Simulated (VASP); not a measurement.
Here is a VASP 6.6.1 calculation.

The input INCAR:

```
SYSTEM = SiNi3
PREC = Accurate
ENCUT = 520
EDIFF = 1E-6
ISMEAR = -1
SIGMA = 0.05
LREAL = .FALSE.
LASPH = .TRUE.
NELM = 150
ALGO = Normal
ISIF = 2
LWAVE = .FALSE.
LCHARG = .FALSE.
ISPIN = 2
MAGMOM = 1 1 1 0
LORBIT = 11
LMAXMIX = 4
GGA = CA
NBANDS = 29
```

The input KPOINTS:

```
regular mesh
0
G
  8 8 8
  0 0 0
```

Contents of POSCAR:

```
SiNi3
1.0
    3.6114686170      0.0000000000      0.0000000000
    0.0000000000      3.6114686170      0.0000000000
    0.0000000000      0.0000000000      3.6114686170
Ni Si
3 1
Direct
    0.5000000000      0.5000000000      0.0000000000
    0.5000000000      0.0000000000      0.5000000000
    0.0000000000      0.5000000000      0.5000000000
    0.0000000000      0.0000000000      0.0000000000
```

Potentials or basis: VASP PAW LDA potentials, release 64 (Ni, Si).

The run is started by

```bash
$ cat potpaw_LDA.64/Ni/POTCAR potpaw_LDA.64/Si/POTCAR > POTCAR
$ mpirun -np 1 vasp_std > vasp.out
```

**Question.** Estimate the pressure.

**Answer.** -27.6 GPa.

**Question.** What does it give for the band gap on the k mesh?

**Answer.** Zero (filled and empty bands overlap).

**Question.** What does it give for the net moment?

**Answer.** 0.00 μB per cell.
